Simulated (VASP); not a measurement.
Set up this calculation in VASP 6.6.1, as the native input.

- Task: relaxation of the atoms
- Functional: LDA
- Potentials or basis: VASP PAW LDA potentials, release 64 (Si)
- Cutoff: 520 eV
- k mesh: 2 × 2 × 2
- Occupations: gaussian, width 0.05 eV
- Spin: no spin polarisation
- Dipole correction: no
- Further INCAR settings: LREAL = Auto; ALGO = Normal; EDIFF = 1e-06; IBRION = 2; EDIFFG = -0.03; NSW = 80

The structure of Si (a cell with a defect) lies in POSCAR:

```
Si
1.0
    0.0000000000      5.4300000000      5.4300000000
    5.4300000000      0.0000000000      5.4300000000
    5.4300000000      5.4300000000      0.0000000000
Si
17
Direct
    0.0000000000      0.0000000000      0.0000000000
    0.1250000000      0.1250000000      0.1250000000
    0.0000000000      0.0000000000      0.5000000000
    0.1250000000      0.1250000000      0.6250000000
    0.0000000000      0.5000000000      0.0000000000
    0.1250000000      0.6250000000      0.1250000000
    0.0000000000      0.5000000000      0.5000000000
    0.1250000000      0.6250000000      0.6250000000
    0.5000000000      0.0000000000      0.0000000000
    0.6250000000      0.1250000000      0.1250000000
    0.5000000000      0.0000000000      0.5000000000
    0.6250000000      0.1250000000      0.6250000000
    0.5000000000      0.5000000000      0.0000000000
    0.6250000000      0.6250000000      0.1250000000
    0.5000000000      0.5000000000      0.5000000000
    0.6250000000      0.6250000000      0.6250000000
    1.2513764000      0.2536290000      0.2514103800
```

These files were run (other wordings do the same):

INCAR

```
SYSTEM = Si
PREC = Accurate ; ENCUT = 520
EDIFF = 1E-6 ; ISMEAR = 0
SIGMA = 0.05 ; LREAL = Auto
LASPH = .True. ; NELM = 100
ALGO = Normal ; ISIF = 2
LWAVE = .False. ; LCHARG = .False.
GGA = CA ; IBRION = 2
NSW = 80 ; EDIFFG = -0.03
```

KPOINTS

```
Automatic mesh
0
Gamma
  2 2 2
  0 0 0
```

Potentials or basis: VASP PAW LDA potentials, release 64 (Si).

Launch:

```sh
$ cat potpaw_LDA.64/Si/POTCAR > POTCAR
$ mpirun -np 1 vasp_std > vasp.out
```

It gave:

| Property | Result |
| --- | --- |
| Energy gained by relaxing | 6.4 meV/atom |
| Ionic steps | 6 |
| Pressure after relaxing | 1.7 GPa |
| Largest force after relaxing | 0.025 eV/Å |
| Band gap on the k mesh | zero (bands 34 and 35 overlap by 0.24 eV) |

Caveat: the k points lie up to 0.50 Å⁻¹ apart.

Wall time 8.8 min on 1 thread of Intel(R) Xeon(R) Platinum 8259CL CPU @ 2.50GHz (Skylake/Cascade Lake) (shared host), peak memory 0.39 GiB.
